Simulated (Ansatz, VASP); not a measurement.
## CdSe: VASP beside Ansatz

Contents of POSCAR:

```
CdSe
1.0
    0.0000000000      2.9486394311      2.9486394311
    2.9486394311      0.0000000000      2.9486394311
    2.9486394311      2.9486394311      0.0000000000
Cd Se
1 1
Direct
    0.0000000000      0.0000000000      0.0000000000
    0.5000000000      0.5000000000      0.5000000000
```

INCAR.step1

```
ALGO = Normal
EDIFF = 1E-5
ENCUT = 550
GGA = PE
GGA_COMPAT = False
ISMEAR = 0
LASPH = True
LCHARG = False
LREAL = False
LWAVE = True
NBANDS = 16
NELM = 120
PREC = Accurate
SIGMA = 0.01
```

Contents of INCAR.step2:

```
ALGO = Normal
EDIFF = 1E-6
ENCUT = 550
GGA_COMPAT = False
ISIF = 2
ISMEAR = 0
ISTART = 1
LASPH = True
LCHARG = True
LELF = True
LMIXTAU = True
LREAL = False
LVHAR = True
LWAVE = False
METAGGA = R2SCAN
NBANDS = 16
NELM = 120
PREC = Accurate
SIGMA = 0.01
```

The input KPOINTS:

```
k-points
0
Gamma
  5 5 5
```

Input for Ansatz:

```yaml
crystal:
  lattice:
    - [0.0, 2.94863943105544, 2.94863943105544]
    - [2.94863943105544, 0.0, 2.94863943105544]
    - [2.94863943105544, 2.94863943105544, 0.0]
  atoms:
    - { symbol: Cd, position: [0.0, 0.0, 0.0] }
    - { symbol: Se, position: [0.5, 0.5, 0.5] }
basis:
  ecutwfc: 653.073269903712
kpoints:
  mp_grid:
    grid: [5, 5, 5]
hamiltonian:
  xc: r2scan
scf:
  occupations:
    method: fixed
output:
  stress: true
```

Alike in both runs: task single point; functional r2SCAN; k mesh 5 × 5 × 5; no spin polarisation.

|  | VASP | Ansatz |
| --- | --- | --- |
| version | VASP 6.6.1 | Ansatz 0.2.0 |
| potentials or method | VASP PAW PBE potentials, release 64 (Cd, Se), cutoff 550 eV | plane waves, PAW |
| occupations | gaussian, width 0.01 eV | fixed |
| valence electrons in the cell | 18 | 36 |

|  | VASP | Ansatz | Ansatz less VASP |
| --- | --- | --- | --- |
| pressure (GPa) | -5.6 | -5.8 | -0.21 |

VASP's potentials were made for PBE, not for r2SCAN. VASP's potentials hold 18 valence electrons a cell and Ansatz's 36, so a difference there can come from the potentials and not from the codes.
